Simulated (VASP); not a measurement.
# Bi (R-3m) in VASP: a series of runs

Runs on Bi. Level: LDA. Tasks: single point.

Program: VASP 6.6.1. These are calculated values, not measurements. Logs are shortened: lines on timing, memory, paths and dates and some standing lists are left out, and cuts for length are marked.

### 1 The cell of the first run

It takes space group R-3m (No. 166, trigonal). Conventional cell: a = 4.490 Å, b = 4.490 Å, c = 11.517 Å, α = 90.00°, β = 90.00°, γ = 120.00°. Within 4.0 Å of Bi (site symmetry 3m) lie 6 Bi at 3.06 to 3.41 Å.

### 2 Single point, LDA

Input file INCAR:

```
SYSTEM = Bi
PREC = Accurate
ENCUT = 520
EDIFF = 1E-6
ISMEAR = 1
SIGMA = 0.3
LREAL = .False.
LASPH = .True.
NELM = 80
ALGO = Normal
ISIF = 2
LWAVE = .False.
LCHARG = .True.
LELF = .True.
LVHAR = .True.
NBANDS = 22
```

Input file KPOINTS:

```
Automatic mesh
0
Gamma
  9 9 9
  0 0 0
```

Input file POSCAR:

```
Bi
1.0
    2.2451514826      1.2962388128      3.8388382945
   -2.2451514826      1.2962388128      3.8388382945
    0.0000000000     -2.5924776257      3.8388382945
Bi
2
Direct
    0.2371145469      0.2371145469      0.2371145469
    0.7628854531      0.7628854531      0.7628854531
```

Potentials or basis: VASP PAW LDA potentials, release 64 (Bi_d).

Run with:

```console
$ cat potpaw_LDA.64/Bi_d/POTCAR > POTCAR
$ mpirun -np 1 vasp_std > vasp.out
```

OUTCAR:

```text
SYSTEM = Bi
   PREC = Accurate
   ENCUT = 520
   EDIFF = 1E-6
   ISMEAR = 1
   LREAL = .False.
   LASPH = .True.
   NELM = 80
   ISIF = 2

 ion  position               nearest neighbor table
   1  0.237  0.237  0.237-   2 3.06   2 3.06   2 3.06   2 3.41   2 3.41   2 3.41
   2  0.763  0.763  0.763-   1 3.06   1 3.06   1 3.06   1 3.41   1 3.41   1 3.41

  LATTYP: Found a trigonal (rhomboedric) cell.
 ALAT       =     4.6322370072
 COS(alpha) =     0.5301710765

  Lattice vectors:

 A1 = (   2.2451514826,   1.2962388128,   3.8388382945)
 A2 = (  -2.2451514826,   1.2962388128,   3.8388382945)
 A3 = (   0.0000000000,  -2.5924776257,   3.8388382945)

Analysis of symmetry for initial positions (statically):
=====================================================================
 Subroutine PRICEL returns:
 Original cell was already a primitive cell.

 Routine SETGRP: Setting up the symmetry group for a
 trigonal (rhombohedral) supercell.

 Subroutine GETGRP returns: Found 12 space group operations
 (whereof 12 operations were pure point group operations)
 out of a pool of 12 trial point group operations.

The static configuration has the point symmetry D_3d.

Analysis of symmetry for dynamics (positions and initial velocities):
=====================================================================
 Subroutine PRICEL returns:
 Original cell was already a primitive cell.

 Routine SETGRP: Setting up the symmetry group for a
 trigonal (rhombohedral) supercell.

 Subroutine GETGRP returns: Found 12 space group operations
 (whereof 12 operations were pure point group operations)
 out of a pool of 12 trial point group operations.

The dynamic configuration has the point symmetry D_3d.

 Subroutine INISYM returns: Found 12 space group operations
 (whereof 12 operations are pure point group operations),
 and found     1 'primitive' translations

----------------------------------------------------------------------------------------

                                     Primitive cell

  volume of cell :      67.0319

  direct lattice vectors                    reciprocal lattice vectors
     2.245151483  1.296238813  3.838838294     0.222702122  0.128577130  0.086831825
    -2.245151483  1.296238813  3.838838294    -0.222702122  0.128577130  0.086831825
     0.000000000 -2.592477626  3.838838294     0.000000000 -0.257154260  0.086831825

  length of vectors
     4.632237007  4.632237007  4.632237007     0.271418642  0.271418642  0.271418642

  position of ions in fractional coordinates (direct lattice)
     0.237114547  0.237114547  0.237114547
     0.762885453  0.762885453  0.762885453

  ion indices of the primitive-cell ions
   primitive index   ion index
                 1           1
                 2           2

----------------------------------------------------------------------------------------

 KPOINTS: Automatic mesh

Automatic generation of k-mesh.
 Grid dimensions read from file:
 generate k-points for:    9    9    9

 Generating k-lattice:

  Cartesian coordinates                     Fractional coordinates (reciprocal lattice)
     0.024744680  0.014286348  0.009647981     0.111111111  0.000000000 -0.000000000
    -0.024744680  0.014286348  0.009647981     0.000000000  0.111111111 -0.000000000
     0.000000000 -0.028572696  0.009647981     0.000000000  0.000000000  0.111111111

  Length of vectors
     0.030157627  0.030157627  0.030157627

  Shift w.r.t. Gamma in fractional coordinates (k-lattice)
     0.000000000  0.000000000  0.000000000

 Subroutine IBZKPT returns following result:
 ===========================================

 Found     85 irreducible k-points:

 Following reciprocal coordinates:
            Coordinates               Weight
  0.000000  0.000000  0.000000      1.000000
  0.111111 -0.000000  0.000000      6.000000
  0.222222  0.000000  0.000000      6.000000
  0.333333 -0.000000  0.000000      6.000000
  0.444444  0.000000  0.000000      6.000000
  0.111111  0.111111  0.000000      6.000000
[... 16 lines left out ...]
 -0.333333  0.333333  0.000000      6.000000
  0.444444  0.444444  0.000000      6.000000
 [... further k-points ...]
   k-points           NKPTS =     85   k-points in BZ     NKDIM =     85   number of bands    NBANDS=     22
   number of dos      NEDOS =    301   number of ions     NIONS =      2
   total plane-waves  NPLWV =  46656
   dimension x,y,z NGX =    36 NGY =   36 NGZ =   36
   dimension x,y,z NGXF=    72 NGYF=   72 NGZF=   72
   ions per type =               2
   NGX,Y,Z   is equivalent  to a cutoff of  12.92, 12.92, 12.92 a.u.
   NGXF,Y,Z  is equivalent  to a cutoff of  25.84, 25.84, 25.84 a.u.
 SYSTEM =  Bi
   PREC   = accura    normal or accurate (medium, high low for compatibility)
   ISTART =      0    job   : 0-new  1-cont  2-samecut
   ICHARG =      2    charge: 1-file 2-atom 10-const
   ISPIN  =      1    spin polarized calculation?
   LNONCOLLINEAR =      F non collinear calculations
   LSORBIT =      F    spin-orbit coupling
   LASPH  =      T    aspherical Exc in radial PAW
   ENCUT  =  520.0 eV  38.22 Ry    6.18 a.u.   8.61  8.61  8.61*2*pi/ulx,y,z
   NELM   =     80;   NELMIN=  2; NELMDL= -5     # of ELM steps
   EDIFF  = 0.1E-05   stopping-criterion for ELM
   LREAL  =      F    real-space projection
   EDIFFG = 0.1E-04   stopping-criterion for IOM
   NSW    =      0    number of steps for IOM
   IBRION =     -1    ionic relax: 0-MD 1-quasi-New 2-CG
   NFREE  =      0    steps in history (QN), initial steepest desc. (CG)
   ISIF   =      2    stress and relaxation
   ISYM   =      2    0-nonsym 1-usesym 2-fastsym
   POTIM  = 0.5000    time-step for ionic-motion
   TEBEG  =    0.0;   TEEND  =   0.0 temperature during run
   PSTRESS=    0.0 pullay stress
   NELECT =      30.0000    total number of electrons
   NUPDOWN=      -1.0000    fix difference up-down
   EMIN   =  10.00;   EMAX   =-10.00  energy-range for DOS
   EFERMI =   0.00;   METHOD = LEGACY
   ISMEAR =     1;   SIGMA  =   0.30  broadening in eV -4-tet -1-fermi 0-gaus
   EFERMI_NEDOS =   21; number of points for ismear=-14 and -15
   IALGO  =     38    algorithm
   IMIX   =      4    mixing-type and parameters
     AMIX     =   0.40;   BMIX     =  1.00
     AMIX_MAG =   1.60;   BMIX_MAG =  1.00
  volume/ion in A,a.u.               =      33.52       226.18
  Fermi-wavevector in a.u.,A,eV,Ry     =   1.252241  2.366393 21.335406  1.568108
  Thomas-Fermi vector in A             =   2.386151
   LORBIT       =      0    0 simple, 1 ext, 2 COOP (PROOUT), +10 PAW based schemes
   GGA     = CA    functional components
   LHFCALC =     F    Hartree Fock is set to
   AEXX    =    0.0000 exact exchange contribution
   IVDW    =     0    specifies the selected vdW correction
   LEPSILON=     F    determine dielectric tensor
   LRPA    =     F    only Hartree local field effects (RPA)
 non-spin polarized calculation
 Methfessel and Paxton  Order N= 1 SIGMA  =   0.30
  energy-cutoff  :      520.00
  volume of cell :       67.03
 maximum number of plane-waves:      1827
   NGX = 17   NGY = 17   NGZ = 17

 number of electron      30.0000008 magnetization

 Free energy of the ion-electron system (eV)
  ---------------------------------------------------
  ext. energy  EPLUGINS =         0.00000000
  ---------------------------------------------------
  free energy    TOTEN  =        -9.13143326 eV

  energy without entropy =       -9.14138157  energy(sigma->0) =       -9.13474936

 E-fermi :   6.7084     XC(G=0): -10.0319

 val. band max:        6.6436258689   @ k =   0.2222   0.2222   0.1111
 cond. band min:       6.9053638991   @ k =   0.4444   0.1111   0.1111
 fundamental gap:      0.2617380302
 Fermi energy:         6.7084079466

 k-point     1 :       0.0000    0.0000    0.0000
  band No.  band energies     occupation
      1     -16.3005      2.00000
      2     -16.3005      2.00000
      3     -16.1282      2.00000
      4     -16.1282      2.00000
      5     -16.1171      2.00000
      6     -15.9183      2.00000
[... 14 lines left out ...]
     21      12.3602     -0.00000
     22      12.9588      0.00000

 k-point     2 :       0.1111   -0.0000    0.0000
  band No.  band energies     occupation
      1     -16.2888      2.00000
      2     -16.2871      2.00000
      3     -16.1231      2.00000
      4     -16.1206      2.00000
      5     -16.1101      2.00000
      6     -15.9246      2.00000
[... 14 lines left out ...]
     21      12.5213     -0.00000
     22      13.9643      0.00000

 k-point     3 :       0.2222    0.0000    0.0000
  band No.  band energies     occupation
      1     -16.2562      2.00000
      2     -16.2484      2.00000
      3     -16.1097      2.00000
      4     -16.0991      2.00000
      5     -16.0894      2.00000
      6     -15.9453      2.00000
[... 14 lines left out ...]
     21      13.1366      0.00000
     22      15.8463      0.00000

 k-point     4 :       0.3333   -0.0000    0.0000
  band No.  band energies     occupation
      1     -16.2106      2.00000
      2     -16.1895      2.00000
      3     -16.0925      2.00000
      4     -16.0675      2.00000
      5     -16.0573      2.00000
      6     -15.9813      2.00000
[... 14 lines left out ...]
     21      14.1955      0.00000
     22      17.2689      0.00000

 k-point     5 :       0.4444    0.0000    0.0000
  band No.  band energies     occupation
      1     -16.1709      2.00000
      2     -16.1211      2.00000
      3     -16.0789      2.00000
      4     -16.0446      2.00000
      5     -16.0333      2.00000
      6     -16.0052      2.00000
[... 14 lines left out ...]
     21      15.5902      0.00000
     22      15.9588      0.00000

 k-point     6 :       0.1111    0.1111    0.0000
  band No.  band energies     occupation
      1     -16.2986      2.00000
      2     -16.2707      2.00000
      3     -16.1278      2.00000
      4     -16.1154      2.00000
      5     -16.1061      2.00000
      6     -15.9281      2.00000
[... 14 lines left out ...]
     21      12.8938      0.00000
     22      13.6317      0.00000

 k-point     7 :       0.2222    0.1111   -0.0000
  band No.  band energies     occupation
      1     -16.2843      2.00000
      2     -16.2331      2.00000
      3     -16.1215      2.00000
      4     -16.1004      2.00000
      5     -16.0873      2.00000
      6     -15.9458      2.00000
[... 324 lines left out ...]
      6     -15.9918      2.00000
[... 14 lines left out ...]
     21      15.5420      0.00000
     22      15.9454      0.00000

 k-point    21 :       0.4444    0.3333    0.0000
  band No.  band energies     occupation
      1     -16.2755      2.00000
      2     -16.1307      2.00000
      3     -16.1217      2.00000
      4     -16.0405      2.00000
      5     -16.0242      2.00000
      6     -15.9999      2.00000
[... 14 lines left out ...]
     21      16.3549      0.00000
     22      16.8931      0.00000

 k-point    22 :      -0.4444    0.3333    0.0000
  band No.  band energies     occupation
      1     -16.2478      2.00000
      2     -16.1340      2.00000
      3     -16.1055      2.00000
      4     -16.0437      2.00000
      5     -16.0270      2.00000
      6     -15.9995      2.00000
[... 14 lines left out ...]
     21      15.6649      0.00000
     22      17.5379      0.00000

 k-point    23 :      -0.3333    0.3333    0.0000
  band No.  band energies     occupation
      1     -16.2254      2.00000
      2     -16.1261      2.00000
      3     -16.0670      2.00000
      4     -16.0537      2.00000
      5     -16.0527      2.00000
      6     -15.9980      2.00000
[... 14 lines left out ...]
     21      14.7263      0.00000
     22      16.6335      0.00000

 k-point    24 :       0.4444    0.4444    0.0000
  band No.  band energies     occupation
      1     -16.2848      2.00000
      2     -16.1403      2.00000
      3     -16.1288      2.00000
      4     -16.0213      2.00000
      5     -16.0184      2.00000
      6     -15.9987      2.00000
[... 14 lines left out ...]
     21      16.5110      0.00000
     22      17.2073      0.00000

 [... further k-points ...]

------------------------ aborting loop because EDIFF is reached ----------------------------------------

  FORCE on cell =-STRESS in cart. coord.  units (eV):
  Direction    XX          YY          ZZ          XY          YZ          ZX
  --------------------------------------------------------------------------------------
  -------------------------------------------------------------------------------------
  Total        0.0538775      0.0538775      0.0056789      0.0000000     -0.0000000     -0.0000000
  in kB        1.2877636      1.2877636      0.1357362      0.0000000     -0.0000000     -0.0000000
  external PRESSURE =       0.9037544 kB  Pullay stress =       0.0000000 kB

 VOLUME and BASIS-vectors are now :
 -----------------------------------------------------------------------------
  energy-cutoff  :      520.00
  volume of cell :       67.03
      direct lattice vectors                 reciprocal lattice vectors
     2.245151483  1.296238813  3.838838294     0.222702122  0.128577130  0.086831825
    -2.245151483  1.296238813  3.838838294    -0.222702122  0.128577130  0.086831825
     0.000000000 -2.592477626  3.838838294     0.000000000 -0.257154260  0.086831825

 POSITION                                       TOTAL-FORCE (eV/Angst)
 -----------------------------------------------------------------------------------
      0.00000     -0.00000      2.73073         0.000000      0.000000     -0.011058
      0.00000     -0.00000      8.78578         0.000000     -0.000000      0.011058
 -----------------------------------------------------------------------------------
    total drift:                                0.000000      0.000000      0.000000

  FREE ENERGIE OF THE ION-ELECTRON SYSTEM (eV)
  ---------------------------------------------------
  free  energy   TOTEN  =        -9.1314332560 eV

  energy  without entropy=       -9.1413815671  energy(sigma->0) =       -9.13474936
```

Wall time 89 s (1 thread of Intel Xeon 8259CL, shared host); peak memory 0.23 GiB.

What came out:

```yaml
Free_energy: -9.1314 eV
Pressure: 0.1 GPa
Largest_force: 0.011 eV/Å
Band_gap_on_the_k_mesh: zero (bands 15 and 16 overlap by 0.03 eV)
```

Forces in eV/Å, atoms in the order of the input:
```
Bi   0.000  0.000 -0.011
Bi   0.000  0.000  0.011
```

Caveat: so wide a smearing shifts energies and pressures; spin-orbit coupling is left out, which moves the levels of the heavy elements.

### 3 Single point, LDA

Input file INCAR:

```
SYSTEM = Bi
  PREC = Accurate
  ENCUT = 520
  EDIFF = 1E-6
  ISMEAR = 1
  SIGMA = 1.0
  LREAL = .False.
  LASPH = .True.
  NELM = 100
  ALGO = Normal
  ISIF = 2
  LWAVE = .False.
  LCHARG = .False.
  GGA = CA
  NBANDS = 22
```

Input file KPOINTS:

```
regular mesh
0
Gamma
  9 9 9
  0 0 0
```

POSCAR is that of step 2.

Potentials or basis: VASP PAW LDA potentials, release 64 (Bi_d).

Run with:

```console
$ cat potpaw_LDA.64/Bi_d/POTCAR > POTCAR
$ mpirun -np 1 vasp_std > vasp.out
```

Wall time 95 s (1 thread of Intel Xeon 8259CL, shared host); peak memory 0.23 GiB.

The run converged. Its results:

- Free energy: -9.0752 eV
- Pressure: -0.1 GPa
- Largest force: 0.097 eV/Å
- Band gap on the k mesh: zero (bands 15 and 16 overlap by 0.03 eV)

Forces on the atoms (eV/Å):
```
Bi   0.000  0.000  0.097
Bi   0.000  0.000 -0.097
```

Levels at points of the mesh, in eV from the Fermi level:
| k point | band 11 | band 12 | band 13 | band 14 | band 15 | band 16 | band 17 | band 18 | band 19 | band 20 |
| --- | --- | --- | --- | --- | --- | --- | --- | --- | --- | --- |
| (0.00, 0.00, 0.00) | -13.40 | -7.33 | -1.58 | -1.33 | -1.33 | 2.76 | 3.06 | 3.06 | 5.53 | 5.69 |

Caveat: so wide a smearing shifts energies and pressures; spin-orbit coupling is left out, which moves the levels of the heavy elements.

[end of part 1 of 2]
